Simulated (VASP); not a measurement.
# Cd3SeS2 (P3m1) in VASP: a series of runs

The runs below take Cd3SeS2 through relaxation of shape and atoms at fixed volume, with PBE.

All numbers are computed with VASP 6.6.1; they aren't measurements. Logs are shortened: lines on timing, memory, paths and dates and some standing lists are left out, and cuts for length are marked.

### 1 The cell of the first run

It takes space group P3m1 (No. 156, trigonal). The conventional cell has a = 4.074 Å, b = 4.074 Å, c = 9.999 Å, α = 90.00°, β = 90.00°, γ = 120.00°. Within 3.3 Å of Cd (site symmetry 3m) lie 3 S at 2.47 Å and 1 Se at 2.56 Å. Within 3.3 Å of Cd (site symmetry 3m) lie 4 S at 2.47 Å. Within 3.2 Å of Cd (site symmetry 3m) lie 1 S at 2.46 Å and 3 Se at 2.54 Å. Se (site symmetry 3m) has 4 Cd at 2.54 to 2.56 Å within 3.4 Å. Within 3.3 Å of S (site symmetry 3m) lie 4 Cd at 2.47 Å. S (site symmetry 3m) has 4 Cd at 2.46 to 2.47 Å within 3.2 Å.

### 2 Relaxation of shape and atoms at fixed volume, PBE (volume scaled by 0.88)

The input, INCAR:

```
ALGO = Normal ; EDIFF = 1E-6
EDIFFG = -0.01 ; ENCUT = 600
GGA = PE ; IBRION = 2
ISIF = 4 ; ISMEAR = 0
LASPH = T ; LCHARG = F
LREAL = F ; LWAVE = F
NELM = 100 ; NSW = 50
PREC = Accurate ; SIGMA = 0.02
```

The input, KPOINTS:

```
k-points
0
Gamma
  6 6 4
```

The input, POSCAR:

```
Cd3SeS2
1.0
    4.0737795431      0.0000000277      0.0000000000
   -2.0368897955      3.5279965599      0.0000000000
    0.0000000000      0.0000000000      9.9989862818
Cd Se S
3 1 2
Direct
    0.0000000000      0.0000000000      0.9902333357
    0.3333333333      0.6666666667      0.6664405923
    0.6666666667      0.3333333333      0.3438922515
    0.0000000000      0.0000000000      0.2466838593
    0.3333333333      0.6666666667      0.9132065584
    0.6666666667      0.3333333333      0.5895424029
```

Potentials or basis: VASP PAW PBE potentials, release 64 (Cd, Se, S).

The run is started by

```
$ cat potpaw_PBE.64/Cd/POTCAR potpaw_PBE.64/Se/POTCAR potpaw_PBE.64/S/POTCAR > POTCAR
$ mpirun -np 1 vasp_std > vasp.out
```

OUTCAR:

```text
EDIFF = 1E-6
   EDIFFG = -0.01
   ENCUT = 600
   GGA = PE
   IBRION = 2
   ISIF = 4
   ISMEAR = 0
   LASPH = T
   LREAL = F
   NELM = 100
   NSW = 50
   PREC = Accurate

 ion  position               nearest neighbor table
   1  0.000  0.000  0.990-   5 2.47   5 2.47   5 2.47   4 2.56
   2  0.333  0.667  0.666-   5 2.47   6 2.47   6 2.47   6 2.47
   3  0.667  0.333  0.344-   6 2.46   4 2.54   4 2.54   4 2.54
   4  0.000  0.000  0.247-   3 2.54   3 2.54   3 2.54   1 2.56
   5  0.333  0.667  0.913-   2 2.47   1 2.47   1 2.47   1 2.47
   6  0.667  0.333  0.590-   3 2.46   2 2.47   2 2.47   2 2.47

  LATTYP: Found a hexagonal cell.
 ALAT       =     4.0737795431
 C/A-ratio  =     2.4544740765

  Lattice vectors:

 A1 = (   4.0737795431,   0.0000000277,   0.0000000000)
 A2 = (  -2.0368897955,   3.5279965599,   0.0000000000)
 A3 = (   0.0000000000,   0.0000000000,   9.9989862818)

Analysis of symmetry for initial positions (statically):
=====================================================================
 Subroutine PRICEL returns:
 Original cell was already a primitive cell.

 Routine SETGRP: Setting up the symmetry group for a
 hexagonal supercell.

 Subroutine GETGRP returns: Found  6 space group operations
 (whereof  6 operations were pure point group operations)
 out of a pool of 24 trial point group operations.

The static configuration has the point symmetry C_3v.

Analysis of symmetry for dynamics (positions and initial velocities):
=====================================================================
 Subroutine PRICEL returns:
 Original cell was already a primitive cell.

 Routine SETGRP: Setting up the symmetry group for a
 hexagonal supercell.

 Subroutine GETGRP returns: Found  6 space group operations
 (whereof  6 operations were pure point group operations)
 out of a pool of 24 trial point group operations.

The dynamic configuration has the point symmetry C_3v.

 Subroutine INISYM returns: Found  6 space group operations
 (whereof  6 operations are pure point group operations),
 and found     1 'primitive' translations

----------------------------------------------------------------------------------------

                                     Primitive cell

  volume of cell :     143.7082

  direct lattice vectors                    reciprocal lattice vectors
     4.073779543  0.000000028  0.000000000     0.245472291  0.141723495  0.000000000
    -2.036889796  3.527996560  0.000000000    -0.000000002  0.283446987  0.000000000
     0.000000000  0.000000000  9.998986282     0.000000000  0.000000000  0.100010138

  length of vectors
     4.073779543  4.073779543  9.998986282     0.283446987  0.283446987  0.100010138

  position of ions in fractional coordinates (direct lattice)
     0.000000000  0.000000000  0.990233336
     0.333333333  0.666666667  0.666440592
     0.666666667  0.333333333  0.343892252
     0.000000000  0.000000000  0.246683859
     0.333333333  0.666666667  0.913206558
     0.666666667  0.333333333  0.589542403

  ion indices of the primitive-cell ions
   primitive index   ion index
                 1           1
                 2           2
                 3           3
                 4           4
                 5           5
                 6           6

----------------------------------------------------------------------------------------

 KPOINTS: k-points

Automatic generation of k-mesh.
 Grid dimensions read from file:
 generate k-points for:    6    6    4

 Generating k-lattice:

  Cartesian coordinates                     Fractional coordinates (reciprocal lattice)
     0.040912048  0.023620583  0.000000000     0.166666667  0.000000000  0.000000000
    -0.000000000  0.047241165  0.000000000     0.000000000  0.166666667  0.000000000
     0.000000000  0.000000000  0.025002535     0.000000000  0.000000000  0.250000000

  Length of vectors
     0.047241165  0.047241165  0.025002535

  Shift w.r.t. Gamma in fractional coordinates (k-lattice)
     0.000000000  0.000000000  0.000000000

 Subroutine IBZKPT returns following result:
 ===========================================

 Found     24 irreducible k-points:

 Following reciprocal coordinates:
            Coordinates               Weight
  0.000000  0.000000  0.000000      1.000000
  0.166667 -0.000000  0.000000      6.000000
  0.333333 -0.000000  0.000000      6.000000
  0.500000 -0.000000  0.000000      3.000000
  0.166667  0.166667  0.000000      6.000000
  0.333333  0.166667  0.000000     12.000000
[... 16 lines left out ...]
  0.333333  0.166667  0.500000     12.000000
  0.333333  0.333333  0.500000      2.000000
   k-points           NKPTS =     24   k-points in BZ     NKDIM =     24   number of bands    NBANDS=     32
   number of dos      NEDOS =    301   number of ions     NIONS =      6
   total plane-waves  NPLWV = 103680
   dimension x,y,z NGX =    36 NGY =   36 NGZ =   80
   dimension x,y,z NGXF=    72 NGYF=   72 NGZF=  160
   ions per type =               3   1   2
   NGX,Y,Z   is equivalent  to a cutoff of  14.69, 14.69, 13.30 a.u.
   NGXF,Y,Z  is equivalent  to a cutoff of  29.38, 29.38, 26.60 a.u.
 SYSTEM =  unknown system
   PREC   = accura    normal or accurate (medium, high low for compatibility)
   ISTART =      0    job   : 0-new  1-cont  2-samecut
   ICHARG =      2    charge: 1-file 2-atom 10-const
   ISPIN  =      1    spin polarized calculation?
   LNONCOLLINEAR =      F non collinear calculations
   LSORBIT =      F    spin-orbit coupling
   LASPH  =      T    aspherical Exc in radial PAW
   ENCUT  =  600.0 eV  44.10 Ry    6.64 a.u.   8.14  8.14 19.97*2*pi/ulx,y,z
   NELM   =    100;   NELMIN=  2; NELMDL= -5     # of ELM steps
   EDIFF  = 0.1E-05   stopping-criterion for ELM
   LREAL  =      F    real-space projection
   EDIFFG = -.1E-01   stopping-criterion for IOM
   NSW    =     50    number of steps for IOM
   IBRION =      2    ionic relax: 0-MD 1-quasi-New 2-CG
   NFREE  =      1    steps in history (QN), initial steepest desc. (CG)
   ISIF   =      4    stress and relaxation
   ISYM   =      2    0-nonsym 1-usesym 2-fastsym
   POTIM  = 0.5000    time-step for ionic-motion
   TEBEG  =    0.0;   TEEND  =   0.0 temperature during run
   PSTRESS=    0.0 pullay stress
   NELECT =      54.0000    total number of electrons
   NUPDOWN=      -1.0000    fix difference up-down
   EMIN   =  10.00;   EMAX   =-10.00  energy-range for DOS
   EFERMI =   0.00;   METHOD = LEGACY
   ISMEAR =     0;   SIGMA  =   0.02  broadening in eV -4-tet -1-fermi 0-gaus
   EFERMI_NEDOS =   21; number of points for ismear=-14 and -15
   IALGO  =     38    algorithm
   IMIX   =      4    mixing-type and parameters
     AMIX     =   0.40;   BMIX     =  1.00
     AMIX_MAG =   1.60;   BMIX_MAG =  1.00
  volume/ion in A,a.u.               =      23.95       161.63
  Fermi-wavevector in a.u.,A,eV,Ry     =   1.181351  2.232429 18.988150  1.395590
  Thomas-Fermi vector in A             =   2.317626
   LORBIT       =      0    0 simple, 1 ext, 2 COOP (PROOUT), +10 PAW based schemes
   GGA     = PE    functional components
   LHFCALC =     F    Hartree Fock is set to
   AEXX    =    0.0000 exact exchange contribution
   IVDW    =     0    specifies the selected vdW correction
   LEPSILON=     F    determine dielectric tensor
   LRPA    =     F    only Hartree local field effects (RPA)
 conjugate gradient relaxation of ions
 non-spin polarized calculation
 Gauss-broadening in eV      SIGMA  =   0.02
  energy-cutoff  :      600.00
  volume of cell :      143.71
 maximum number of plane-waves:      4857
 NGX is ok and might be reduce to    36
   NGX = 17   NGY = 17   NGZ = 39

--------------------------------------- Ionic step        1  -------------------------------------------

 number of electron      53.9999994 magnetization

 Free energy of the ion-electron system (eV)
  ---------------------------------------------------
  ext. energy  EPLUGINS =         0.00000000
  ---------------------------------------------------
  free energy    TOTEN  =       -17.23386788 eV

  energy without entropy =      -17.23386788  energy(sigma->0) =      -17.23386788

------------------------ aborting loop because EDIFF is reached ----------------------------------------

  FORCE on cell =-STRESS in cart. coord.  units (eV):
  Direction    XX          YY          ZZ          XY          YZ          ZX
  --------------------------------------------------------------------------------------
  -------------------------------------------------------------------------------------
  Total        8.1125144      8.1125144      8.1366836      0.0000000      0.0000000      0.0000000
  in kB       90.4449686     90.4449686     90.7144266      0.0000000      0.0000000      0.0000000
  external PRESSURE =      90.5347879 kB  Pullay stress =       0.0000000 kB
[... 145 lines left out ...]
  energy  without entropy=      -17.2341001104  energy(sigma->0) =      -17.23410011

--------------------------------------- Ionic step        5  -------------------------------------------

 number of electron      53.9999994 magnetization

 Free energy of the ion-electron system (eV)
  ---------------------------------------------------
  ext. energy  EPLUGINS =         0.00000000
  ---------------------------------------------------
  free energy    TOTEN  =       -17.23411819 eV

  energy without entropy =      -17.23411819  energy(sigma->0) =      -17.23411819

 E-fermi :   2.1470     XC(G=0):  -9.4282

 val. band max:        2.0600826328   @ k =   0.0000   0.0000   0.0000
 cond. band min:       2.9692135694   @ k =   0.0000   0.0000   0.0000
 fundamental gap:      0.9091309367
 Fermi energy:         2.1469643783

 k-point     1 :       0.0000    0.0000    0.0000
  band No.  band energies     occupation
      1     -11.0809      2.00000
      2     -10.7372      2.00000
      3     -10.6677      2.00000
      4      -6.2936      2.00000
      5      -6.2936      2.00000
      6      -6.2541      2.00000
[... 862 lines left out ...]
  FREE ENERGIE OF THE ION-ELECTRON SYSTEM (eV)
  ---------------------------------------------------
  free  energy   TOTEN  =       -17.2341181927 eV

  energy  without entropy=      -17.2341181927  energy(sigma->0) =      -17.23411819

 reached required accuracy - stopping structural energy minimisation
```

Wall time 10 min (1 thread of Oxide Virtual Turin-like, shared host); peak memory 0.36 GiB.

What came out:

| Item | Value |
| --- | --- |
| Free energy | -17.2341 eV |
| Energy gained by relaxing | 0.0 meV/atom |
| Ionic steps | 5 |
| Pressure after relaxing | 9.0 GPa |
| Largest force after relaxing | 0.009 eV/Å |
| Band gap on the k mesh | 0.91 eV, direct |

Forces in eV/Å, atoms in the order of the input:
```
Cd   0.000  0.000 -0.009
Cd   0.000  0.000 -0.003
Cd   0.000  0.000 -0.005
Se   0.000  0.000  0.008
S    0.000  0.000  0.004
S    0.000  0.000  0.005
```

Step by step:
| step | energy change (eV) | largest force (eV/Å) | pressure (GPa) | volume (Å³) |
| --- | --- | --- | --- | --- |
| 1 | 0.0000 | 0.0460 | 9.05 | 143.71 |
| 2 | -0.0002 | 0.0192 | 9.05 | 143.71 |
| 3 | -0.0002 | 0.0187 | 9.04 | 143.71 |
| 4 | -0.0002 | 0.0149 | 9.04 | 143.71 |
| 5 | -0.0003 | 0.0092 | 9.04 | 143.71 |

Final structure:
```
Cd Se S
1.0
     4.07374    0.00000    0.00000
    -2.03687    3.52796    0.00000
     0.00000    0.00000    9.99917
Cd Se S
3 1 2
Direct
  0.00000 0.00000 0.98990
  0.33333 0.66667 0.66638
  0.66667 0.33333 0.34433
  0.00000 0.00000 0.24616
  0.33333 0.66667 0.91328
  0.66667 0.33333 0.58995
```

Caveat: the cell differs from its parent crystal (volume scaled by 0.88).

### 3 Relaxation of shape and atoms at fixed volume, PBE (volume scaled by 0.91)

The input, INCAR:

```
PREC = Accurate
ENCUT = 600
EDIFF = 1E-7
ISMEAR = 0
SIGMA = 0.02
LREAL = False
LASPH = True
NELM = 80
ALGO = Normal
ISIF = 4
LWAVE = False
LCHARG = False
GGA = PE
IBRION = 2
NSW = 50
EDIFFG = -0.01
```

The input, KPOINTS:

```
regular mesh
0
Gamma
  6 6 4
```

The input, POSCAR:

```
Cd3SeS2
1.0
    4.1199409162      0.0000000280      0.0000000000
   -2.0599704823      3.5679734815      0.0000000000
    0.0000000000      0.0000000000     10.1094554537
Cd Se S
3 1 2
Direct
    0.0000000000      0.0000000000      0.9905149842
    0.3333333333      0.6666666667      0.6665033990
    0.6666666667      0.3333333333      0.3435301945
    0.0000000000      0.0000000000      0.2470873531
    0.3333333333      0.6666666667      0.9131470565
    0.6666666667      0.3333333333      0.5892160128
```

Potentials or basis: VASP PAW PBE potentials, release 64 (Cd, Se, S).

The run is started by

```
$ cat potpaw_PBE.64/Cd/POTCAR potpaw_PBE.64/Se/POTCAR potpaw_PBE.64/S/POTCAR > POTCAR
$ mpirun -np 1 vasp_std > vasp.out
```

It took 12 min on 1 thread of Oxide Virtual Turin-like, shared host; peak memory 0.37 GiB.

Results (log left out):

- Free energy: -17.4683 eV
- Energy gained by relaxing: 0.0 meV/atom
- Ionic steps: 5
- Pressure after relaxing: 6.3 GPa
- Largest force after relaxing: 0.009 eV/Å
- Band gap on the k mesh: 0.85 eV, direct

Forces on the atoms (eV/Å):
```
Cd   0.000  0.000 -0.009
Cd   0.000  0.000 -0.002
Cd   0.000  0.000 -0.004
Se   0.000  0.000  0.007
S    0.000  0.000  0.003
S    0.000  0.000  0.005
```

Step by step:
```csv
step,energy change (eV),largest force (eV/Å),pressure (GPa),volume (Å³)
1,0.0000,0.0417,6.27,148.61
2,-0.0001,0.0190,6.26,148.61
3,-0.0002,0.0149,6.25,148.61
4,-0.0002,0.0126,6.25,148.61
5,-0.0002,0.0090,6.25,148.61
```

Final structure:
```
CELL_PARAMETERS angstrom
4.11991 0.00000 0.00000
-2.05996 3.56795 0.00000
0.00000 0.00000 10.10959
ATOMIC_POSITIONS crystal
Cd 0.00000 0.00000 0.99026
Cd 0.33333 0.66667 0.66643
Cd 0.66667 0.33333 0.34389
Se 0.00000 0.00000 0.24661
S 0.33333 0.66667 0.91324
S 0.66667 0.33333 0.58956
```

Levels at points of the mesh, in eV from the valence-band top:
```
           k point  band 25  band 26  band 27  band 28  band 29  band 30
(0.00, 0.00, 0.00)    -0.23     0.00     0.00     0.85     2.53     2.86
(0.50, 0.00, 0.00)    -1.73    -1.54    -1.04     3.10     3.57     3.65
(0.00, 0.00, 0.50)    -0.63    -0.06    -0.06     2.00     2.09     2.76
(0.50, 0.00, 0.50)    -1.82    -1.00    -0.89     2.66     3.56     3.78
```

Caveat: the cell differs from its parent crystal (volume scaled by 0.91).
